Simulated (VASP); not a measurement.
Here is a VASP 6.6.1 calculation.

Contents of INCAR:

```
SYSTEM = InCuO
  PREC = Accurate
  ENCUT = 520
  EDIFF = 1E-6
  ISMEAR = 0
  SIGMA = 0.1
  LREAL = .False.
  LASPH = .True.
  NELM = 60
  ALGO = Normal
  ISIF = 2
  LWAVE = .False.
  LCHARG = .False.
  GGA = PE
  NBANDS = 22
```

File KPOINTS:

```
regular mesh
0
Gamma
  16 16 10
  0 0 0
```

The input POSCAR:

```
InCuO
1.0
    2.9553030830      0.0000000000      0.0000000000
    0.0000000000      2.9553030830      0.0000000000
    0.0000000000      0.0000000000      5.2707039085
In Cu O
1 1 1
Direct
    0.0000000000      0.0000000000      0.0000000000
    0.5000000000      0.5000000000      0.5000000000
    0.0000000000      0.0000000000      0.5000000000
```

Potentials or basis: VASP PAW PBE potentials, release 64 (In_d, Cu, O).

Launch:

```bash
$ cat potpaw_PBE.64/In_d/POTCAR potpaw_PBE.64/Cu/POTCAR potpaw_PBE.64/O/POTCAR > POTCAR
$ mpirun -np 1 vasp_std > vasp.out
```

(1) Estimate the pressure.

(2) What does it give for the band gap on the k mesh?

Answers

(1) 0.1 GPa.

(2) zero (bands 15 and 16 overlap by 1.44 eV).

Caveat: spin-orbit coupling is left out, which moves the levels of the heavy elements.
